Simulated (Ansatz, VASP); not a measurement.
## CdTe in VASP and in Ansatz

```
CELL_PARAMETERS angstrom
0.00000 3.27990 3.27990
3.27990 0.00000 3.27990
3.27990 3.27990 0.00000
ATOMIC_POSITIONS crystal
Cd 0.00000 0.00000 0.00000
Te 0.25000 0.25000 0.25000
```

Alike in both runs: task single point; functional r2SCAN; k mesh 6 × 6 × 6; no spin polarisation.

```csv
,VASP,Ansatz
version,VASP 6.6.1,Ansatz 0.2.0
potentials or method,"VASP PAW PBE potentials, release 64 (Cd, Te)","plane waves, PAW"
plane-wave cutoff (eV),520,500
occupations,"gaussian, width 0.01 eV",fixed
valence electrons in the cell,18,36
```

```tsv
	VASP	Ansatz	Ansatz less VASP
gap on the k mesh at the Fermi level (eV)	1.15	1.16	+0.007
pressure (GPa)	0.1	0.0	-0.11
```

VASP's potentials were made for PBE, not for r2SCAN. VASP's potentials hold 18 valence electrons a cell and Ansatz's 36, so a difference there can come from the potentials and not from the codes.

Spin-orbit coupling is off throughout.
